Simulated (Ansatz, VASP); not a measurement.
## LaTe in VASP and in Ansatz

The input INCAR:

```
  PREC = Accurate
  ENCUT = 520
  EDIFF = 1E-7
  ISMEAR = -1
  SIGMA = 0.08
  LREAL = False
  LASPH = True
  NELM = 60
  ALGO = Normal
  ISIF = 2
  LWAVE = False
  LCHARG = True
  LELF = True
  LVHAR = True
  NBANDS = 16
```

KPOINTS

```
regular mesh
0
Gamma
  10 10 10
```

The input POSCAR:

```
LaTe
1.0
    0.0000000000      3.2752200000      3.2110000000
    3.2752200000      0.0000000000      3.2110000000
    3.2752200000      3.2752200000      0.0000000000
La Te
1 1
Direct
    0.0000000000      0.0000000000      0.0000000000
    0.5000000000      0.5000000000      0.5000000000
```

Input for Ansatz:

```yaml
crystal:
  lattice:
    - [0.0, 3.27522, 3.211]
    - [3.27522, 0.0, 3.211]
    - [3.27522, 3.27522, 0.0]
  atoms:
    - { symbol: La, position: [0.0, 0.0, 0.0] }
    - { symbol: Te, position: [0.5, 0.5, 0.5] }
kpoints:
  mp_grid: { grid: [10, 10, 10] }
  band_path:
    path:
      - [0.0, 0.0, 0.0]
      - [0.0, 0.5, 0.5]
      - [0.25, 0.75, 0.5]
      - [0.0, 0.5, 0.0]
      - [0.0, 0.0, 0.0]
      - [0.5, 0.5, 0.0]
      - [0.38005, 0.61995, 0.0]
      - [-0.38005, 0.38005, 0.0]
      - [0.0, 0.0, 0.0]
    npoints: 5
scf:
  occupations: { method: fermi_dirac, width: 0.08 }
hamiltonian:
  xc: lda
  pseudopotentials: { kind: all_electron, lapw: { basis_error: 0.001 } }
output:
  forces: true
  stress: true
  eigenvalues: true
```

Change from the starting cell: equal xx and yy strain of +2 %.

Alike in both runs: task single point; functional LDA; k mesh 10 × 10 × 10; occupations fermi-dirac, width 0.08 eV; no spin polarisation.

|  | VASP | Ansatz |
| --- | --- | --- |
| version | VASP 6.6.1 | Ansatz 0.2.0 |
| potentials or method | VASP PAW LDA potentials, release 64 (La, Te), cutoff 520 eV | all-electron LAPW, scalar-relativistic |

VASP gave:

* pressure (GPa): -4.1
* traceless stress, the component that is largest in VASP (GPa): 1.52

What did Ansatz give for the same quantities?

Pressure (GPa): -4.1; traceless stress, the component that is largest in VASP (GPa): 1.51.

LDA's correlation is that of Perdew and Zunger in VASP and of Perdew and Wang (1992) in Ansatz. Ansatz ran all-electron here, and VASP with PAW potentials.

Spin-orbit coupling is off throughout.
